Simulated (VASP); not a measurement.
# LiH in VASP: notebook, part 2 of 3

VASP 6.6.1. The steps go on from the part before.

**3. Single point, r2SCAN (film at in-plane strain -0.02)**

File POSCAR:

```
LiH
1.0
    1.9622803038      1.9622803038      0.0000000000
   -1.9622803038      1.9622803038      0.0000000000
    0.0000000000      1.9622803038      2.0147036378
Li H
1 1
Direct
    0.0000000000      0.0000000000      0.0000000000
    0.5000000000      0.5000000000      0.0000000000
```

File INCAR.step1:

```
PREC = Accurate
ENCUT = 520
ISMEAR = 0
SIGMA = 0.01
LREAL = F
LASPH = T
NELM = 100
NBANDS = 9
GGA = PE
ALGO = Normal
EDIFF = 1E-4
LWAVE = T
LCHARG = F
```

File INCAR.step2:

```
PREC = Accurate
ENCUT = 520
EDIFF = 1E-6
ISMEAR = 0
SIGMA = 0.01
LREAL = F
LASPH = T
NELM = 100
ALGO = Normal
ISIF = 2
LWAVE = F
LCHARG = T
METAGGA = R2SCAN
LMIXTAU = T
LELF = T
LVHAR = T
NBANDS = 9
ISTART = 1
```

File KPOINTS:

```
regular mesh
0
Gamma
  10 10 10
```

Potentials or basis: VASP PAW PBE potentials, release 64 (Li_sv, H).

On the command line:

```
$ cat potpaw_PBE.64/Li_sv/POTCAR potpaw_PBE.64/H/POTCAR > POTCAR
$ cp INCAR.step1 INCAR
$ mpirun -np 1 vasp_std > vasp.out
$ cp INCAR.step2 INCAR
$ mpirun -np 1 vasp_std > vasp.out
```

Wall time 48 s (1 thread of Intel Xeon Platinum 8259CL at 2.50GHz (Skylake/Cascade Lake), shared host); peak memory 0.14 GiB.

Results (log left out):

| Quantity | Value |
| --- | --- |
| Free energy | -6.8139 eV |
| Band gap on the k mesh | 3.24 eV, indirect (least direct gap 3.45 eV) |

Levels at points of the mesh, in eV from the valence-band top:
```csv
k point,band 1,band 2,band 3,band 4,band 5,band 6,band 7
"(0.00, 0.00, 0.00)",-45.76,-5.66,18.05,19.65,19.65,19.92,24.12
"(0.50, 0.00, 0.00)",-45.71,-2.82,5.70,15.16,18.23,18.75,19.81
"(0.50, 0.50, 0.00)",-45.69,0.00,3.62,11.60,11.84,15.08,19.58
"(0.00, 0.00, 0.50)",-45.70,-0.20,3.24,12.18,12.18,15.51,19.81
```

Caveat: the cell differs from its parent crystal (film at in-plane strain -0.02); the cutoff is under 1.25 times the usual one of these potentials, so pressure, stress and relaxed cells hold a basis-set (Pulay) error; the PAW data sets were made with another functional, which shifts forces and pressure a little. A k mesh can miss the band edges.

**4. Single point, r2SCAN (film at in-plane strain -0.01)**

File POSCAR:

```
LiH
1.0
    1.9823035722      1.9823035722      0.0000000000
   -1.9823035722      1.9823035722      0.0000000000
    0.0000000000      1.9823035722      2.0088312858
Li H
1 1
Direct
    0.0000000000      0.0000000000      0.0000000000
    0.5000000000      0.5000000000      0.0000000000
```

File INCAR.step1:

```
SYSTEM = LiH
  PREC = Accurate
  ENCUT = 520
  ISMEAR = 0
  SIGMA = 0.01
  LREAL = .False.
  LASPH = .True.
  NELM = 60
  NBANDS = 9
  GGA = PE
  ALGO = Normal
  EDIFF = 1E-4
  LWAVE = .True.
  LCHARG = .False.
```

File INCAR.step2:

```
SYSTEM = LiH
  PREC = Accurate
  ENCUT = 520
  EDIFF = 1E-6
  ISMEAR = 0
  SIGMA = 0.01
  LREAL = .False.
  LASPH = .True.
  NELM = 60
  ALGO = Normal
  ISIF = 2
  LWAVE = .False.
  LCHARG = .False.
  METAGGA = R2SCAN
  LMIXTAU = .True.
  NBANDS = 9
  ISTART = 1
```

File KPOINTS:

```
Automatic mesh
0
Gamma
  10 10 10
  0 0 0
```

Potentials or basis: VASP PAW PBE potentials, release 64 (Li_sv, H).

On the command line:

```
$ cat potpaw_PBE.64/Li_sv/POTCAR potpaw_PBE.64/H/POTCAR > POTCAR
$ cp INCAR.step1 INCAR
$ mpirun -np 1 vasp_std > vasp.out
$ cp INCAR.step2 INCAR
$ mpirun -np 1 vasp_std > vasp.out
```

OUTCAR:

```text
SYSTEM = LiH
   PREC = Accurate
   ENCUT = 520
   EDIFF = 1E-6
   ISMEAR = 0
   LREAL = .False.
   LASPH = .True.
   NELM = 60
   ISIF = 2
   METAGGA = R2SCAN
   ISTART = 1

 ion  position               nearest neighbor table
   1  0.000  0.000  0.000-
   2  0.500  0.500  0.000-

  LATTYP: Found a body centered tetragonal cell.
 ALAT       =     2.8034005965
 C/A-ratio  =     1.4331389444

  Lattice vectors:

 A1 = (   1.9823035722,   0.0000000000,  -2.0088312858)
 A2 = (  -1.9823035722,   0.0000000000,  -2.0088312858)
 A3 = (   0.0000000000,   1.9823035722,   2.0088312858)

Analysis of symmetry for initial positions (statically):
=====================================================================
 Subroutine PRICEL returns:
 Original cell was already a primitive cell.

 Routine SETGRP: Setting up the symmetry group for a
 body centered tetragonal supercell.

 Subroutine GETGRP returns: Found 16 space group operations
 (whereof 16 operations were pure point group operations)
 out of a pool of 16 trial point group operations.

The static configuration has the point symmetry D_4h.

Analysis of symmetry for dynamics (positions and initial velocities):
=====================================================================
 Subroutine PRICEL returns:
 Original cell was already a primitive cell.

 Routine SETGRP: Setting up the symmetry group for a
 body centered tetragonal supercell.

 Subroutine GETGRP returns: Found 16 space group operations
 (whereof 16 operations were pure point group operations)
 out of a pool of 16 trial point group operations.

The dynamic configuration has the point symmetry D_4h.

 Subroutine INISYM returns: Found 16 space group operations
 (whereof 16 operations are pure point group operations),
 and found     1 'primitive' translations

----------------------------------------------------------------------------------------

                                     Primitive cell

  volume of cell :      15.7875

  direct lattice vectors                    reciprocal lattice vectors
     1.982303572  1.982303572  0.000000000     0.252231801  0.252231801 -0.248900942
    -1.982303572  1.982303572  0.000000000    -0.252231801  0.252231801 -0.248900942
     0.000000000  1.982303572  2.008831286     0.000000000  0.000000000  0.497801885

  length of vectors
     2.803400597  2.803400597  2.822220861     0.434963725  0.434963725  0.497801885

  position of ions in fractional coordinates (direct lattice)
     0.000000000  0.000000000  0.000000000
     0.500000000  0.500000000  0.000000000

  ion indices of the primitive-cell ions
   primitive index   ion index
                 1           1
                 2           2

----------------------------------------------------------------------------------------

 KPOINTS: Automatic mesh

Automatic generation of k-mesh.
 Grid dimensions read from file:
 generate k-points for:   10   10   10

 Generating k-lattice:

  Cartesian coordinates                     Fractional coordinates (reciprocal lattice)
     0.025223180  0.025223180 -0.024890094     0.100000000  0.000000000 -0.000000000
    -0.025223180  0.025223180 -0.024890094     0.000000000  0.100000000 -0.000000000
     0.000000000  0.000000000  0.049780188     0.000000000  0.000000000  0.100000000

  Length of vectors
     0.043496372  0.043496372  0.049780188

  Shift w.r.t. Gamma in fractional coordinates (k-lattice)
     0.000000000  0.000000000  0.000000000

 Subroutine IBZKPT returns following result:
 ===========================================

 Found    102 irreducible k-points:

 Following reciprocal coordinates:
            Coordinates               Weight
  0.000000  0.000000  0.000000      1.000000
  0.100000  0.000000 -0.000000      8.000000
  0.200000  0.000000 -0.000000      8.000000
  0.300000  0.000000  0.000000      8.000000
  0.400000  0.000000 -0.000000      8.000000
  0.500000  0.000000 -0.000000      4.000000
[... 16 lines left out ...]
  0.300000  0.300000  0.000000      8.000000
  0.400000  0.300000 -0.000000     16.000000
 [... further k-points ...]
   k-points           NKPTS =    102   k-points in BZ     NKDIM =    102   number of bands    NBANDS=      9
   number of dos      NEDOS =    301   number of ions     NIONS =      2
   total plane-waves  NPLWV =  13824
   dimension x,y,z NGX =    24 NGY =   24 NGZ =   24
   dimension x,y,z NGXF=    48 NGYF=   48 NGZF=   48
   ions per type =               1   1
   NGX,Y,Z   is equivalent  to a cutoff of  14.23, 14.23, 14.14 a.u.
   NGXF,Y,Z  is equivalent  to a cutoff of  28.46, 28.46, 28.27 a.u.
 SYSTEM =  LiH
   PREC   = accura    normal or accurate (medium, high low for compatibility)
   ISTART =      1    job   : 0-new  1-cont  2-samecut
   ICHARG =      0    charge: 1-file 2-atom 10-const
   ISPIN  =      1    spin polarized calculation?
   LNONCOLLINEAR =      F non collinear calculations
   LSORBIT =      F    spin-orbit coupling
   LASPH  =      T    aspherical Exc in radial PAW
   ENCUT  =  520.0 eV  38.22 Ry    6.18 a.u.   5.21  5.21  5.25*2*pi/ulx,y,z
   NELM   =     60;   NELMIN=  2; NELMDL=  0     # of ELM steps
   EDIFF  = 0.1E-05   stopping-criterion for ELM
   LREAL  =      F    real-space projection
   EDIFFG = 0.1E-04   stopping-criterion for IOM
   NSW    =      0    number of steps for IOM
   IBRION =     -1    ionic relax: 0-MD 1-quasi-New 2-CG
   NFREE  =      0    steps in history (QN), initial steepest desc. (CG)
   ISIF   =      2    stress and relaxation
   ISYM   =      2    0-nonsym 1-usesym 2-fastsym
   POTIM  = 0.5000    time-step for ionic-motion
   TEBEG  =    0.0;   TEEND  =   0.0 temperature during run
   PSTRESS=    0.0 pullay stress
   NELECT =       4.0000    total number of electrons
   NUPDOWN=      -1.0000    fix difference up-down
   EMIN   =  10.00;   EMAX   =-10.00  energy-range for DOS
   EFERMI =   0.00;   METHOD = LEGACY
   ISMEAR =     0;   SIGMA  =   0.01  broadening in eV -4-tet -1-fermi 0-gaus
   EFERMI_NEDOS =   21; number of points for ismear=-14 and -15
   IALGO  =     38    algorithm
   IMIX   =      4    mixing-type and parameters
     AMIX     =   0.40;   BMIX     =  1.00
     AMIX_MAG =   1.60;   BMIX_MAG =  1.00
  volume/ion in A,a.u.               =       7.89        53.27
  Fermi-wavevector in a.u.,A,eV,Ry     =   1.035914  1.957593 14.600645  1.073117
  Thomas-Fermi vector in A             =   2.170280
   LORBIT       =      0    0 simple, 1 ext, 2 COOP (PROOUT), +10 PAW based schemes
   METAGGA = R2SCAN    functional components
   LHFCALC =     F    Hartree Fock is set to
   AEXX    =    0.0000 exact exchange contribution
   IVDW    =     0    specifies the selected vdW correction
   LEPSILON=     F    determine dielectric tensor
   LRPA    =     F    only Hartree local field effects (RPA)
 non-spin polarized calculation
 Gauss-broadening in eV      SIGMA  =   0.01
  energy-cutoff  :      520.00
  volume of cell :       15.79
 maximum number of plane-waves:       444
 NGX is ok and might be reduce to    24
   NGX = 11   NGY = 11   NGZ = 11

 number of electron       3.9999997 magnetization

 Free energy of the ion-electron system (eV)
  ---------------------------------------------------
  ext. energy  EPLUGINS =         0.00000000
  ---------------------------------------------------
  free energy    TOTEN  =        -6.81683515 eV

  energy without entropy =       -6.81683515  energy(sigma->0) =       -6.81683515

 E-fermi :  -0.0071     XC(G=0):  -8.8925

 val. band max:       -0.0615176861   @ k =   0.5000   0.5000  -0.0000
 cond. band min:       3.3505665707   @ k =   0.0000   0.0000   0.5000
 fundamental gap:      3.4120842567
 Fermi energy:        -0.0070679501

 k-point     1 :       0.0000    0.0000    0.0000
  band No.  band energies     occupation
      1     -45.8093      2.00000
      2      -5.6164      2.00000
      3      17.8066      0.00000
      4      19.4768      0.00000
      5      19.4770      0.00000
      6      19.6097      0.00000
      7      23.9254      0.00000
      8      24.0067      0.00000
      9      24.0067      0.00000

 k-point     2 :       0.1000    0.0000   -0.0000
  band No.  band energies     occupation
      1     -45.8048      2.00000
      2      -5.4352      2.00000
      3      15.9755      0.00000
      4      18.5137      0.00000
      5      19.0470      0.00000
      6      19.0730      0.00000
      7      23.7509      0.00000
      8      24.9722      0.00000
      9      24.9787      0.00000
[... 253 lines left out ...]
 k-point    24 :       0.4000    0.3000   -0.0000
  band No.  band energies     occupation
      1     -45.7493      2.00000
      2      -1.1168      2.00000
      3       5.3823      0.00000
      4       8.4120      0.00000
      5      13.5154      0.00000
      6      17.8216      0.00000
      7      24.6898      0.00000
      8      28.6166      0.00000
      9      32.0573      0.00000

 [... further k-points ...]
[... 5 lines left out ...]
  --------------------------------------------------------------------------------------
  -------------------------------------------------------------------------------------
  Total        0.0484135      0.0484135     -0.0529179      0.0000000      0.0000000      0.0000000
  in kB        4.9131898      4.9131898     -5.3703141      0.0000000      0.0000000      0.0000000
  external PRESSURE =       1.4853552 kB  Pullay stress =       0.0000000 kB

 VOLUME and BASIS-vectors are now :
 -----------------------------------------------------------------------------
  energy-cutoff  :      520.00
  volume of cell :       15.79
      direct lattice vectors                 reciprocal lattice vectors
     1.982303572  1.982303572  0.000000000     0.252231801  0.252231801 -0.248900942
    -1.982303572  1.982303572  0.000000000    -0.252231801  0.252231801 -0.248900942
     0.000000000  1.982303572  2.008831286     0.000000000  0.000000000  0.497801885

 POSITION                                       TOTAL-FORCE (eV/Angst)
 -----------------------------------------------------------------------------------
      0.00000      0.00000      0.00000        -0.000000      0.000000      0.000000
      0.00000      1.98230      0.00000         0.000000     -0.000000      0.000000
 -----------------------------------------------------------------------------------
    total drift:                                0.000000     -0.000000     -0.000000

  FREE ENERGIE OF THE ION-ELECTRON SYSTEM (eV)
  ---------------------------------------------------
  free  energy   TOTEN  =        -6.8168351503 eV

  energy  without entropy=       -6.8168351503  energy(sigma->0) =       -6.81683515
```

It took 43 s on 1 thread of Intel Xeon Platinum 8259CL at 2.50GHz (Skylake/Cascade Lake), shared host; peak memory 0.14 GiB.

What came out:

```yaml
Free_energy: -6.8168 eV
Band_gap_on_the_k_mesh: 3.41 eV, indirect (least direct gap 3.51 eV)
```

Levels at points of the mesh, in eV from the valence-band top:
```csv
k point,band 1,band 2,band 3,band 4,band 5,band 6,band 7
"(0.00, 0.00, 0.00)",-45.75,-5.55,17.87,19.54,19.54,19.67,23.99
"(0.50, 0.00, 0.00)",-45.70,-2.73,5.69,15.08,18.19,18.47,19.82
"(0.50, 0.50, 0.00)",-45.68,0.00,3.60,11.68,11.80,15.07,19.40
"(0.00, 0.00, 0.50)",-45.69,-0.10,3.41,11.97,11.97,15.28,19.51
```

Caveat: the cell differs from its parent crystal (film at in-plane strain -0.01); the cutoff is under 1.25 times the usual one of these potentials, so pressure, stress and relaxed cells hold a basis-set (Pulay) error; the PAW data sets were made with another functional, which shifts forces and pressure a little. A k mesh can miss the band edges.

[end of part 2 of 3]
